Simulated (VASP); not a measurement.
Wanted: the native input for a VASP 6.6.1 run.

| Property | Result |
| --- | --- |
| Task | single point |
| Functional | PBE |
| Potentials or basis | VASP PAW PBE potentials, release 64 (Ir) |
| Cutoff | 520 eV |
| k mesh | 18 × 18 × 10 |
| Occupations | gaussian, width 0.15 eV |
| Spin | no spin polarisation |
| Dipole correction | no |
| Further INCAR settings | ALGO = Normal; EDIFF = 1e-07; NBANDS = 16 |

The structure of Ir lies in POSCAR:

```
Ir
1.0
    2.9402000000      0.0000000000      0.0000000000
   -1.4701000000      2.5462878922      0.0000000000
    0.0000000000      0.0000000000      4.2303000000
Ir
2
Direct
    0.6666666667      0.3333333333      0.7500000000
    0.3333333333      0.6666666667      0.2500000000
```

These files were run (other wordings do the same):

INCAR

```
SYSTEM = Ir
  PREC = Accurate
  ENCUT = 520
  EDIFF = 1E-7
  ISMEAR = 0
  SIGMA = 0.15
  LREAL = .False.
  LASPH = .True.
  NELM = 100
  ALGO = Normal
  ISIF = 2
  LWAVE = .False.
  LCHARG = .False.
  GGA = PE
  NBANDS = 16
```

KPOINTS

```
regular mesh
0
Gamma
  18 18 10
  0 0 0
```

Potentials or basis: VASP PAW PBE potentials, release 64 (Ir).

Command:

```sh
$ cat potpaw_PBE.64/Ir/POTCAR > POTCAR
$ mpirun -np 1 vasp_std > vasp.out
```

Results of the run:

The pressure is -18.1 GPa and the band gap on the k mesh is zero (band 9 reaches 9.24 eV, above the bottom of band 10 at 6.99 eV).

Caveat: spin-orbit coupling is left out, which moves the levels of the heavy elements.

Wall time 100 s on 1 thread of Intel Xeon 8259CL (shared host), peak memory 0.23 GiB.
